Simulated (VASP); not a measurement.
P: single point with PBE

Crystal: P.

```xyz
1
Lattice="2.3855 0.0000 0.0000 0.0000 2.3855 0.0000 0.0000 0.0000 2.5792" Properties=species:S:1:pos:R:3 pbc="T T T"
P     0.0000    0.0000    0.0000
```

The cell was built from a structure type or drawn by symmetry, and may not be a known phase.

- Program: VASP 6.6.1
- Task: single point
- Functional: PBE
- Potentials or basis: VASP PAW PBE potentials, release 64 (P)
- Cutoff: 520 eV
- k mesh: 8 × 8 × 4
- Occupations: gaussian, width 0.1 eV
- Spin: no spin polarisation
- Dipole correction: no
- Further INCAR settings: ALGO = Normal; EDIFF = 1e-06; NBANDS = 8

| Property | Result |
| --- | --- |
| Pressure | -0.3 GPa |
| Band gap on the k mesh | zero (an odd number of electrons rules out a gap without spin polarisation) |

Stress tensor (GPa, compression positive):
```
-0.39  0.00  0.00
 0.00 -0.39  0.00
 0.00  0.00 -0.09
```

Levels at points of the mesh, in eV from the Fermi level:
| k point | band 1 | band 2 | band 3 | band 4 | band 5 | band 6 | band 7 |
| --- | --- | --- | --- | --- | --- | --- | --- |
| (0.00, 0.00, 0.00) | -16.30 | 3.10 | 6.20 | 6.20 | 6.27 | 7.40 | 14.70 |
| (0.50, 0.00, 0.00) | -11.51 | -8.52 | 6.32 | 9.34 | 9.54 | 12.55 | 15.35 |
| (0.50, 0.50, 0.00) | -6.18 | -4.84 | -4.84 | 1.27 | 9.30 | 15.45 | 15.45 |
| (0.00, 0.00, 0.50) | -12.97 | -8.32 | 8.30 | 8.30 | 9.24 | 15.73 | 15.73 |
| (0.50, 0.00, 0.50) | -7.90 | -5.91 | -4.45 | 1.21 | 11.24 | 17.16 | 17.20 |
| (0.50, 0.50, 0.50) | -2.53 | -2.53 | -1.54 | -0.91 | 4.15 | 5.30 | 5.30 |

Run time: 2.1 s on 1 thread of Intel(R) Xeon(R) 6975P-C (Granite Rapids), with other jobs on the host, peak memory 0.11 GiB.

Caveat: the k points lie up to 0.61 Å⁻¹ apart, too coarse for converged energies and pressures of a metal.
